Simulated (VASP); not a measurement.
Wanted: the native input for a VASP 6.6.1 run.

```
Task                   : single point
Functional             : PBE
Dispersion             : D3(BJ)
Potentials or basis    : VASP PAW PBE potentials, release 64 (C)
Cutoff                 : 600 eV
k mesh                 : 15 × 15 × 2
Occupations            : gaussian, width 0.03 eV
Spin                   : no spin polarisation
Dipole correction      : no
Further INCAR settings : ALGO = Normal; EDIFF = 1e-06; NBANDS = 36
```

The structure of C lies in POSCAR:

```
C
1.0
   -2.4647935466      0.0000000000      0.0000000000
   -1.2323967733     -2.1345738265      0.0000000000
   -0.2053994622     -0.3557623044     20.8066193286
C
12
Direct
    0.6666666667      0.6253658566      0.2478048605
    1.0000000000      0.8475880788      0.9144715272
    0.3333333333      0.2364769677      0.5811381939
    0.6666666667      0.6524063656      0.0855618061
    1.0000000000      0.8746285879      0.7522284728
    0.3333333333      0.2635174768      0.4188951395
    0.6666666667      0.5968540756      0.4188755462
    1.0000000000     -0.0142570355      0.0855422129
    0.3333333333      0.2079651867      0.7522088796
    0.6666666667      0.5142514799      0.9144911204
    1.0000000000     -0.0968596312      0.5811577871
    0.3333333333      0.2920292577      0.2478244538
```

This cell differs from its parent crystal: the part above a cut slid along it.

The input as run:

INCAR

```
SYSTEM = C
PREC     = Accurate       ! precision mode
ENCUT    = 600            ! plane-wave cutoff, eV
EDIFF    = 1E-6           ! SCF threshold, eV
ISMEAR   = 0              ! smearing method
SIGMA    = 0.03           ! smearing width, eV
LREAL    = .FALSE.        ! projectors in reciprocal space
LASPH    = .TRUE.         ! aspherical terms in the spheres
NELM     = 120            ! most SCF steps
ALGO     = Normal         ! electronic algorithm
ISIF     = 2              ! what is computed and relaxed
LWAVE    = .FALSE.        ! write WAVECAR
LCHARG   = .FALSE.        ! write CHGCAR
GGA      = PE             ! functional
IVDW     = 12             ! dispersion correction
NBANDS   = 36             ! bands
GGA_COMPAT= .FALSE.
```

KPOINTS

```
Automatic mesh
0
G
  15 15 2
  0 0 0
```

Potentials or basis: VASP PAW PBE potentials, release 64 (C).

Command:

```sh
$ cat potpaw_PBE.64/C/POTCAR > POTCAR
$ mpirun -np 1 vasp_std > vasp.out
```

It gave:

The pressure is 0.0 GPa and the largest force is 0.010 eV/Å. The dispersion energy per atom is -0.150 eV.

Caveat: the cell differs from its parent crystal (the part above a cut slid along it).

Run time: 7.2 min on 1 thread of Intel(R) Xeon(R) 6975P-C (Granite Rapids) (shared host), peak memory 0.76 GiB.
